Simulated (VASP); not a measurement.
# Be (Pm-3m) in VASP: single point with PBE

Aim: the single point of Be with PBE.

All numbers are computed with VASP 6.6.1; they aren't measurements. Logs are shortened: lines on timing, memory, paths and dates and some standing lists are left out, and cuts for length are marked.

## Step 1: The cell of the first run

It takes space group Pm-3m (No. 221, cubic). Conventional cell: a = 4.012 Å, b = 4.012 Å, c = 4.012 Å, α = 90.00°, β = 90.00°, γ = 90.00°. Be (site symmetry m-3m) has 6 Be at 4.01 Å within 5.3 Å.

This isn't the form of Be at room conditions, which is hcp.

## Step 2: Single point, PBE

The input, INCAR:

```
  PREC = Accurate
  ENCUT = 600
  EDIFF = 1E-6
  ISMEAR = -1
  SIGMA = 0.15
  LREAL = False
  LASPH = True
  NELM = 120
  ALGO = Normal
  ISIF = 2
  LWAVE = False
  LCHARG = False
  GGA = PE
  NBANDS = 7
  GGA_COMPAT = False
```

The input, KPOINTS:

```
regular mesh
0
Gamma
  6 6 6
```

The input, POSCAR:

```
Be
1.0
    4.0117060000      0.0000000000      0.0000000000
    0.0000000000      4.0117060000      0.0000000000
    0.0000000000      0.0000000000      4.0117060000
Be
1
Direct
    0.0000000000      0.0000000000      0.0000000000
```

Potentials or basis: VASP PAW PBE potentials, release 64 (Be).

Launch:

```sh
$ cat potpaw_PBE.64/Be/POTCAR > POTCAR
$ mpirun -np 1 vasp_std > vasp.out
```

OUTCAR:

```text
PREC = Accurate
   ENCUT = 600
   EDIFF = 1E-6
   ISMEAR = -1
   LREAL = False
   LASPH = True
   NELM = 120
   ISIF = 2
   GGA = PE

 ion  position               nearest neighbor table
   1  0.000  0.000  0.000-

  LATTYP: Found a simple cubic cell.
 ALAT       =     4.0117060000

  Lattice vectors:

 A1 = (   4.0117060000,   0.0000000000,   0.0000000000)
 A2 = (   0.0000000000,   4.0117060000,   0.0000000000)
 A3 = (   0.0000000000,   0.0000000000,   4.0117060000)

Analysis of symmetry for initial positions (statically):
=====================================================================
 Subroutine PRICEL returns:
 Original cell was already a primitive cell.

 Routine SETGRP: Setting up the symmetry group for a
 simple cubic supercell.

 Subroutine GETGRP returns: Found 48 space group operations
 (whereof 48 operations were pure point group operations)
 out of a pool of 48 trial point group operations.

The static configuration has the point symmetry O_h .

Analysis of symmetry for dynamics (positions and initial velocities):
=====================================================================
 Subroutine PRICEL returns:
 Original cell was already a primitive cell.

 Routine SETGRP: Setting up the symmetry group for a
 simple cubic supercell.

 Subroutine GETGRP returns: Found 48 space group operations
 (whereof 48 operations were pure point group operations)
 out of a pool of 48 trial point group operations.

The dynamic configuration has the point symmetry O_h .

 Subroutine INISYM returns: Found 48 space group operations
 (whereof 48 operations are pure point group operations),
 and found     1 'primitive' translations

----------------------------------------------------------------------------------------

                                     Primitive cell

  volume of cell :      64.5635

  direct lattice vectors                    reciprocal lattice vectors
     4.011706000  0.000000000  0.000000000     0.249270510  0.000000000  0.000000000
     0.000000000  4.011706000  0.000000000     0.000000000  0.249270510  0.000000000
     0.000000000  0.000000000  4.011706000     0.000000000  0.000000000  0.249270510

  length of vectors
     4.011706000  4.011706000  4.011706000     0.249270510  0.249270510  0.249270510

  position of ions in fractional coordinates (direct lattice)
     0.000000000  0.000000000  0.000000000

  ion indices of the primitive-cell ions
   primitive index   ion index
                 1           1

----------------------------------------------------------------------------------------

 KPOINTS: regular mesh

Automatic generation of k-mesh.
 Grid dimensions read from file:
 generate k-points for:    6    6    6

 Generating k-lattice:

  Cartesian coordinates                     Fractional coordinates (reciprocal lattice)
     0.041545085  0.000000000  0.000000000     0.166666667  0.000000000  0.000000000
     0.000000000  0.041545085  0.000000000     0.000000000  0.166666667  0.000000000
     0.000000000  0.000000000  0.041545085     0.000000000  0.000000000  0.166666667

  Length of vectors
     0.041545085  0.041545085  0.041545085

  Shift w.r.t. Gamma in fractional coordinates (k-lattice)
     0.000000000  0.000000000  0.000000000

 Subroutine IBZKPT returns following result:
 ===========================================

 Found     20 irreducible k-points:

 Following reciprocal coordinates:
            Coordinates               Weight
  0.000000  0.000000  0.000000      1.000000
  0.166667  0.000000  0.000000      6.000000
  0.333333  0.000000  0.000000      6.000000
  0.500000  0.000000  0.000000      3.000000
  0.166667  0.166667  0.000000     12.000000
  0.333333  0.166667  0.000000     24.000000
  0.500000  0.166667  0.000000     12.000000
  0.333333  0.333333  0.000000     12.000000
  0.500000  0.333333  0.000000     12.000000
  0.500000  0.500000  0.000000      3.000000
  0.166667  0.166667  0.166667      8.000000
  0.333333  0.166667  0.166667     24.000000
  0.500000  0.166667  0.166667     12.000000
  0.333333  0.333333  0.166667     24.000000
  0.500000  0.333333  0.166667     24.000000
  0.500000  0.500000  0.166667      6.000000
  0.333333  0.333333  0.333333      8.000000
  0.500000  0.333333  0.333333     12.000000
  0.500000  0.500000  0.333333      6.000000
  0.500000  0.500000  0.500000      1.000000
   k-points           NKPTS =     20   k-points in BZ     NKDIM =     20   number of bands    NBANDS=      7
   number of dos      NEDOS =    301   number of ions     NIONS =      1
   total plane-waves  NPLWV =  32768
   dimension x,y,z NGX =    32 NGY =   32 NGZ =   32
   dimension x,y,z NGXF=    64 NGYF=   64 NGZF=   64
   ions per type =               1
   NGX,Y,Z   is equivalent  to a cutoff of  13.26, 13.26, 13.26 a.u.
   NGXF,Y,Z  is equivalent  to a cutoff of  26.52, 26.52, 26.52 a.u.
 SYSTEM =  unknown system
   PREC   = accura    normal or accurate (medium, high low for compatibility)
   ISTART =      0    job   : 0-new  1-cont  2-samecut
   ICHARG =      2    charge: 1-file 2-atom 10-const
   ISPIN  =      1    spin polarized calculation?
   LNONCOLLINEAR =      F non collinear calculations
   LSORBIT =      F    spin-orbit coupling
   LASPH  =      T    aspherical Exc in radial PAW
   ENCUT  =  600.0 eV  44.10 Ry    6.64 a.u.   8.01  8.01  8.01*2*pi/ulx,y,z
   NELM   =    120;   NELMIN=  2; NELMDL= -5     # of ELM steps
   EDIFF  = 0.1E-05   stopping-criterion for ELM
   LREAL  =      F    real-space projection
   EDIFFG = 0.1E-04   stopping-criterion for IOM
   NSW    =      0    number of steps for IOM
   IBRION =     -1    ionic relax: 0-MD 1-quasi-New 2-CG
   NFREE  =      0    steps in history (QN), initial steepest desc. (CG)
   ISIF   =      2    stress and relaxation
   ISYM   =      2    0-nonsym 1-usesym 2-fastsym
   POTIM  = 0.5000    time-step for ionic-motion
   TEBEG  =    0.0;   TEEND  =   0.0 temperature during run
   PSTRESS=    0.0 pullay stress
   NELECT =       2.0000    total number of electrons
   NUPDOWN=      -1.0000    fix difference up-down
   EMIN   =  10.00;   EMAX   =-10.00  energy-range for DOS
   EFERMI =   0.00;   METHOD = LEGACY
   ISMEAR =    -1;   SIGMA  =   0.15  broadening in eV -4-tet -1-fermi 0-gaus
   EFERMI_NEDOS =   21; number of points for ismear=-14 and -15
   IALGO  =     38    algorithm
   IMIX   =      4    mixing-type and parameters
     AMIX     =   0.40;   BMIX     =  1.00
     AMIX_MAG =   1.60;   BMIX_MAG =  1.00
  volume/ion in A,a.u.               =      64.56       435.70
  Fermi-wavevector in a.u.,A,eV,Ry     =   0.514149  0.971601  3.596690  0.264349
  Thomas-Fermi vector in A             =   1.528968
   LORBIT       =      0    0 simple, 1 ext, 2 COOP (PROOUT), +10 PAW based schemes
   GGA     = PE    functional components
   LHFCALC =     F    Hartree Fock is set to
   AEXX    =    0.0000 exact exchange contribution
   IVDW    =     0    specifies the selected vdW correction
   LEPSILON=     F    determine dielectric tensor
   LRPA    =     F    only Hartree local field effects (RPA)
 non-spin polarized calculation
  energy-cutoff  :      600.00
  volume of cell :       64.56
 maximum number of plane-waves:      2178
   NGX = 17   NGY = 17   NGZ = 17

 number of electron       2.0000000 magnetization

 Free energy of the ion-electron system (eV)
  ---------------------------------------------------
  ext. energy  EPLUGINS =         0.00000000
  ---------------------------------------------------
  free energy    TOTEN  =        -0.21953348 eV

  energy without entropy =       -0.20496697  energy(sigma->0) =       -0.21225023

 E-fermi :  -2.2098     XC(G=0):  -4.6872

 val. band max:       -2.4942447630   @ k =   0.5000   0.5000   0.3333
 cond. band min:      -2.1164185429   @ k =   0.5000   0.5000   0.5000
 fundamental gap:      0.3778262201
 Fermi energy:        -2.2098324294

 k-point     1 :       0.0000    0.0000    0.0000
  band No.  band energies     occupation
      1      -5.3033      2.00000
      2       1.3684      0.00000
      3       1.3684      0.00000
      4       1.3684      0.00000
      5       4.6648      0.00000
      6       5.7648      0.00000
      7       5.7648      0.00000

 k-point     2 :       0.1667    0.0000    0.0000
  band No.  band energies     occupation
      1      -5.1113      2.00000
      2       0.3537      0.00000
      3       1.4682      0.00000
      4       1.4682      0.00000
      5       4.9780      0.00000
      6       5.9885      0.00000
      7       6.6985      0.00000

 k-point     3 :       0.3333    0.0000    0.0000
  band No.  band energies     occupation
      1      -4.5948      2.00000
      2      -1.1847      0.00215
      3       1.6885      0.00000
      4       1.6885      0.00000
      5       5.5559      0.00000
      6       6.5987      0.00000
      7       7.2576      0.00000

 k-point     4 :       0.5000    0.0000    0.0000
  band No.  band energies     occupation
      1      -4.1786      2.00000
      2      -1.9815      0.35831
      3       1.8117      0.00000
      4       1.8117      0.00000
      5       6.1930      0.00000
      6       6.6704      0.00000
      7       7.1071      0.00000

 k-point     5 :       0.1667    0.1667    0.0000
  band No.  band energies     occupation
      1      -4.9208      2.00000
      2       0.4613      0.00000
      3       0.5175      0.00000
      4       1.5650      0.00000
      5       5.2391      0.00000
      6       6.4847      0.00000
      7       7.1557      0.00000

 k-point     6 :       0.3333    0.1667    0.0000
  band No.  band energies     occupation
      1      -4.4090      2.00000
      2      -1.0210      0.00072
      3       0.8081      0.00000
      4       1.7778      0.00000
      5       5.3324      0.00000
      6       6.6878      0.00000
      7       7.7087      0.00000

 k-point     7 :       0.5000    0.1667    0.0000
  band No.  band energies     occupation
      1      -3.9980      1.99999
      2      -1.8059      0.12682
      3       1.0010      0.00000
      4       1.8961      0.00000
      5       5.1416      0.00000
      6       6.9800      0.00000
      7       7.9734      0.00000

 k-point     8 :       0.3333    0.3333    0.0000
  band No.  band energies     occupation
      1      -3.9111      1.99998
      2      -0.6606      0.00007
      3      -0.5731      0.00004
      4       1.9721      0.00000
      5       4.1521      0.00000
      6       7.0112      0.00000
      7       8.4618      0.00000

 k-point     9 :       0.5000    0.3333    0.0000
  band No.  band energies     occupation
      1      -3.5130      1.99966
      2      -1.3699      0.00737
      3      -0.3518      0.00001
      4       2.0789      0.00000
      5       3.5109      0.00000
      6       7.5690      0.00000
      7       8.2536      0.00000

 k-point    10 :       0.5000    0.5000    0.0000
  band No.  band energies     occupation
      1      -3.1234      1.99548
      2      -1.0777      0.00105
      3      -1.0777      0.00105
      4       2.1787      0.00000
      5       2.7747      0.00000
      6       8.3417      0.00000
      7       8.4912      0.00000

 k-point    11 :       0.1667    0.1667    0.1667
  band No.  band energies     occupation
      1      -4.7319      2.00000
      2       0.5890      0.00000
      3       0.5890      0.00000
      4       0.6854      0.00000
      5       5.4213      0.00000
      6       7.1964      0.00000
      7       7.1964      0.00000

 k-point    12 :       0.3333    0.1667    0.1667
  band No.  band energies     occupation
      1      -4.2249      2.00000
      2      -0.8611      0.00025
      3       0.8821      0.00000
      4       0.9762      0.00000
      5       5.2256      0.00000
      6       6.8703      0.00000
      7       7.4037      0.00000

 k-point    13 :       0.5000    0.1667    0.1667
  band No.  band energies     occupation
      1      -3.8191      1.99996
      2      -1.6337      0.04205
      3       1.0546      0.00000
      4       1.1733      0.00000
      5       4.9523      0.00000
      6       6.4474      0.00000
      7       7.3625      0.00000

 k-point    14 :       0.3333    0.3333    0.1667
  band No.  band energies     occupation
      1      -3.7319      1.99992
      2      -0.5146      0.00002
      3      -0.4220      0.00001
      4       1.2086      0.00000
      5       4.3158      0.00000
      6       6.5683      0.00000
      7       7.1700      0.00000

 k-point    15 :       0.5000    0.3333    0.1667
  band No.  band energies     occupation
      1      -3.3389      1.99892
      2      -1.2086      0.00252
      3      -0.2138      0.00000
      4       1.3715      0.00000
      5       3.7163      0.00000
      6       6.4238      0.00000
      7       7.1098      0.00000

 k-point    16 :       0.5000    0.5000    0.1667
  band No.  band energies     occupation
      1      -2.9537      1.98606
      2      -0.9271      0.00039
      3      -0.9271      0.00039
      4       1.5162      0.00000
      5       3.0179      0.00000
      6       6.7953      0.00000
      7       6.7953      0.00000

 k-point    17 :       0.3333    0.3333    0.3333
  band No.  band energies     occupation
      1      -3.2526      1.99809
      2      -0.1701      0.00000
      3      -0.1701      0.00000
      4       0.0198      0.00000
      5       4.4263      0.00000
      6       5.5809      0.00000
      7       5.5809      0.00000

 k-point    18 :       0.5000    0.3333    0.3333
  band No.  band energies     occupation
      1      -2.8710      1.97592
      2      -0.8185      0.00019
      3       0.0415      0.00000
      4       0.1996      0.00000
      5       4.0720      0.00000
      6       4.9236      0.00000
      7       5.7125      0.00000

 k-point    19 :       0.5000    0.5000    0.3333
  band No.  band energies     occupation
      1      -2.4942      1.73889
      2      -0.5690      0.00004
      3      -0.5690      0.00004
      4       0.3252      0.00000
      5       3.7143      0.00000
      6       5.0975      0.00000
      7       5.0975      0.00000

 k-point    20 :       0.5000    0.5000    0.5000
  band No.  band energies     occupation
      1      -2.1164      0.69831
      2      -0.3465      0.00001
      3      -0.3465      0.00001
      4      -0.3465      0.00001
      5       4.4123      0.00000
      6       4.4123      0.00000
      7       4.4123      0.00000

------------------------ aborting loop because EDIFF is reached ----------------------------------------

  FORCE on cell =-STRESS in cart. coord.  units (eV):
  Direction    XX          YY          ZZ          XY          YZ          ZX
  --------------------------------------------------------------------------------------
  -------------------------------------------------------------------------------------
  Total       -0.4547950     -0.4547950     -0.4547950      0.0000000      0.0000000      0.0000000
  in kB      -11.2859723    -11.2859723    -11.2859723      0.0000000      0.0000000      0.0000000
  external PRESSURE =     -11.2859723 kB  Pullay stress =       0.0000000 kB

 VOLUME and BASIS-vectors are now :
 -----------------------------------------------------------------------------
  energy-cutoff  :      600.00
  volume of cell :       64.56
      direct lattice vectors                 reciprocal lattice vectors
     4.011706000  0.000000000  0.000000000     0.249270510  0.000000000  0.000000000
     0.000000000  4.011706000  0.000000000     0.000000000  0.249270510  0.000000000
     0.000000000  0.000000000  4.011706000     0.000000000  0.000000000  0.249270510

 POSITION                                       TOTAL-FORCE (eV/Angst)
 -----------------------------------------------------------------------------------
      0.00000      0.00000      0.00000         0.000000      0.000000      0.000000
 -----------------------------------------------------------------------------------
    total drift:                               -0.000000     -0.000000      0.000000

  FREE ENERGIE OF THE ION-ELECTRON SYSTEM (eV)
  ---------------------------------------------------
  free  energy   TOTEN  =        -0.2195334806 eV

  energy  without entropy=       -0.2049669704  energy(sigma->0) =       -0.21225023
```

Wall time 11 s (1 thread of Intel Xeon 8259CL, shared host); peak memory 0.17 GiB.

What came out:

```yaml
Free_energy: -0.2195 eV
Pressure: -1.1 GPa
```

Caveat: the nearest neighbours stand farther apart than a usual bond.
